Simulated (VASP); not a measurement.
Input of a VASP 6.6.1 run:

File POSCAR:

```
GdN
1.0
    0.0000000000      2.4693702052      2.4693702052
    2.4693702052      0.0000000000      2.4693702052
    2.4693702052      2.4693702052      0.0000000000
Gd N
1 1
Direct
    0.5000000000      0.5000000000      0.5000000000
    0.0000000000      0.0000000000      0.0000000000
```

File INCAR.step1:

```
SYSTEM = GdN
PREC = Accurate
ENCUT = 520
ISMEAR = 0
SIGMA = 0.05
LREAL = .FALSE.
LASPH = .TRUE.
NELM = 150
ISPIN = 2
MAGMOM = 7.65 -0.18
LMAXMIX = 6
LDAU = .TRUE.
LDAUTYPE = 2
LDAUL = 3 -1
LDAUU = 4 0
LDAUJ = 0 0
NBANDS = 22
GGA = PE
ALGO = Normal
EDIFF = 1E-4
LWAVE = .TRUE.
LCHARG = .FALSE.
```

INCAR.step2

```
SYSTEM = GdN
PREC = Accurate
ENCUT = 520
EDIFF = 1E-6
ISMEAR = 0
SIGMA = 0.05
LREAL = .FALSE.
LASPH = .TRUE.
NELM = 150
ALGO = Normal
ISIF = 2
LWAVE = .FALSE.
LCHARG = .FALSE.
ISPIN = 2
MAGMOM = 7.65 -0.18
LORBIT = 11
LMAXMIX = 6
LDAU = .TRUE.
LDAUTYPE = 2
LDAUL = 3 -1
LDAUU = 4 0
LDAUJ = 0 0
LDAUPRINT = 1
METAGGA = R2SCAN
LMIXTAU = .TRUE.
IVDW = 13
VDW_S6 = 1.0
VDW_S8 = 0.6018749
VDW_A1 = 0.51559235
VDW_A2 = 5.77342911
NBANDS = 22
ISTART = 1
```

Contents of KPOINTS:

```
Automatic mesh
0
G
  8 8 8
  0 0 0
```

Potentials or basis: VASP PAW PBE potentials, release 64 (Gd, N).

The run is started by

```sh
$ cat potpaw_PBE.64/Gd/POTCAR potpaw_PBE.64/N/POTCAR > POTCAR
$ cp INCAR.step1 INCAR
$ mpirun -np 1 vasp_std > vasp.out
$ cp INCAR.step2 INCAR
$ mpirun -np 1 vasp_std > vasp.out
```

Predict the pressure.

3.6 GPa.

What does it give for the site moments?

Gd +6.82; N -0.14 μB.

What does it give for the dispersion energy per atom?

-0.126 eV.

Eigenvalues of the final occupation matrices:
| site | spin | trace | eigenvalues |
| --- | --- | --- | --- |
| site 1 f | 1 | 6.94 | 0.99 0.99 0.99 0.99 0.99 0.99 0.99 |
| site 1 f | 2 | 0.05 | 0.00 0.00 0.00 0.00 0.01 0.01 0.01 |

Caveat: the PAW data sets were made with another functional, which shifts forces and pressure a little; spin-orbit coupling is left out, which moves the levels of the heavy elements; a cell with one magnetic atom can't hold antiferromagnetic order, which such compounds often take; pairwise dispersion overbinds metals, which lowers pressure and volume. The state reached can hang on the start; a lower one may exist.
